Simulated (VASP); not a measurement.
Crystal: BiSb (rocksalt type).

```xyz
2
Lattice="0.0000 3.0131 3.0131 3.0131 0.0000 3.0131 3.0131 3.0131 0.0000" Properties=species:S:1:pos:R:3 pbc="T T T"
Sb    0.0000    0.0000    0.0000
Bi    3.0131    3.0131    3.0131
```

```yaml
Program: VASP 6.6.1
Task: relaxation of cell and atoms
Functional: LDA
Potentials_or_basis: VASP PAW LDA potentials, release 64 (Sb, Bi_d)
Cutoff: 600 eV
k_mesh: 12 × 12 × 12
Occupations: fermi-dirac, width 0.1 eV
Spin: no spin polarisation
```

At the start: pressure 8.8 GPa; volume 27.36 Å³/atom.

**Question.** How do energy, volume and symmetry change on relaxing?

**Answer.** Over 3 steps the energy falls by 79.7 meV/atom and the volume is 30.60 Å³/atom (+11.8 %); space group Fm-3m (No. 225, to 0.1 Å) before and after.

The path:
```
step  energy change (eV)  largest force (eV/Å)  pressure (GPa)  volume (Å³)
   1              0.0000                0.0000            8.84        54.71
   2             -0.0509                0.0000           -4.91        67.56
   3             -0.1594                0.0000           -0.02        61.19
```

Final structure:
```cif
data_structure
_symmetry_space_group_name_H-M 'P 1'
_symmetry_Int_Tables_number 1
_cell_length_a 4.4232
_cell_length_b 4.4232
_cell_length_c 4.4232
_cell_angle_alpha 60.000
_cell_angle_beta 60.000
_cell_angle_gamma 60.000
_cell_volume 61.19
loop_
_atom_site_label
_atom_site_type_symbol
_atom_site_fract_x
_atom_site_fract_y
_atom_site_fract_z
_atom_site_occupancy
Sb1 Sb 0.00000 0.00000 0.00000 1
Bi1 Bi 0.50000 0.50000 0.50000 1
```
